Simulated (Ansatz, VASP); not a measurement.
**CaO in VASP and in Ansatz**

INCAR

```
ALGO = Normal
EDIFF = 1E-6
ENCUT = 600
GGA = PE
GGA_COMPAT = F
ISIF = 2
ISMEAR = 0
LASPH = T
LCHARG = F
LREAL = F
LWAVE = F
NBANDS = 15
NELM = 120
PREC = Accurate
SIGMA = 0.1
```

The input KPOINTS:

```
k-points
0
Gamma
  6 6 6
```

Contents of POSCAR:

```
CaO
1.0
    0.0000000000      2.4055000000      2.4055000000
    2.4055000000      0.0000000000      2.4055000000
    2.4055000000      2.4055000000      0.0000000000
Ca O
1 1
Direct
    0.0000000000      0.0000000000      0.0000000000
    0.5000000000      0.5000000000      0.5000000000
```

Input for Ansatz:

```yaml
crystal:
  lattice:
    - [0.0, 2.4055, 2.4055]
    - [2.4055, 0.0, 2.4055]
    - [2.4055, 2.4055, 0.0]
  atoms:
    - { symbol: Ca, position: [0.0, 0.0, 0.0] }
    - { symbol: O, position: [0.5, 0.5, 0.5] }
basis:
  ecutwfc: 420
kpoints:
  mp_grid: { grid: [6, 6, 6] }
hamiltonian:
  xc: pbe
  pseudopotentials: { kind: paw, azcp: { folder: soft_1 } }
scf:
  occupations: { method: gaussian, width: 0.1 }
output:
  forces: true
  stress: true
  eigenvalues: true
```

Alike in both runs: task single point; functional PBE; k mesh 6 × 6 × 6; occupations gaussian, width 0.1 eV; no spin polarisation.

|  | VASP | Ansatz |
| --- | --- | --- |
| version | VASP 6.6.1 | Ansatz 0.2.0 |
| potentials or method | VASP PAW PBE potentials, release 64 (Ca_sv, O), cutoff 600 eV | scalar-relativistic, plane waves, PAW |
| valence electrons in the cell | 16 | 16 |

|  | VASP | Ansatz | Ansatz less VASP |
| --- | --- | --- | --- |
| gap on the k mesh at the Fermi level (eV) | 3.64 | 3.65 | +0.018 |
| least direct gap on the mesh (eV) | 4.01 | 4.03 | +0.018 |
| pressure (GPa) | 1.8 | 1.3 | -0.46 |
